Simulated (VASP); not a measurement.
# WSe: single point with PBE

Crystal: WSe.

```
W Se
1.0
     0.00000    2.83887    2.83887
     2.83887    0.00000    2.83887
     2.83887    2.83887    0.00000
W Se
1 1
Direct
  0.00000 0.00000 0.00000
  0.25000 0.25000 0.25000
```

| Property | Result |
| --- | --- |
| Program | VASP 6.6.1 |
| Task | single point |
| Functional | PBE |
| Potentials or basis | VASP PAW PBE potentials, release 64 (W_sv, Se) |
| Cutoff | 520 eV |
| k mesh | 12 × 12 × 12 |
| Occupations | gaussian, width 0.1 eV |
| Spin | no spin polarisation |
| Dipole correction | no |
| Further INCAR settings | ALGO = Normal; EDIFF = 1e-06; NBANDS = 17 |

```
Pressure               : -1.6 GPa
Band gap on the k mesh : zero (bands 10 and 11 overlap by 0.41 eV)
```

Levels at points of the mesh, in eV from the Fermi level:
| k point | band 7 | band 8 | band 9 | band 10 | band 11 | band 12 | band 13 | band 14 |
| --- | --- | --- | --- | --- | --- | --- | --- | --- |
| (0.00, 0.00, 0.00) | -5.21 | -5.21 | -0.49 | -0.49 | 0.41 | 4.58 | 4.58 | 4.58 |
| (0.50, 0.00, 0.00) | -4.83 | -4.83 | -0.19 | -0.11 | -0.11 | 2.29 | 2.29 | 3.07 |
| (0.50, 0.50, 0.00) | -4.18 | -4.18 | -1.67 | -0.48 | 0.45 | 0.88 | 0.88 | 6.34 |

Wall time 50 s on 1 thread of Intel(R) Xeon(R) Platinum 8259CL CPU @ 2.50GHz (Skylake/Cascade Lake) (shared host), peak memory 0.21 GiB.

Caveat: spin-orbit coupling is left out, which moves the levels of the heavy elements.
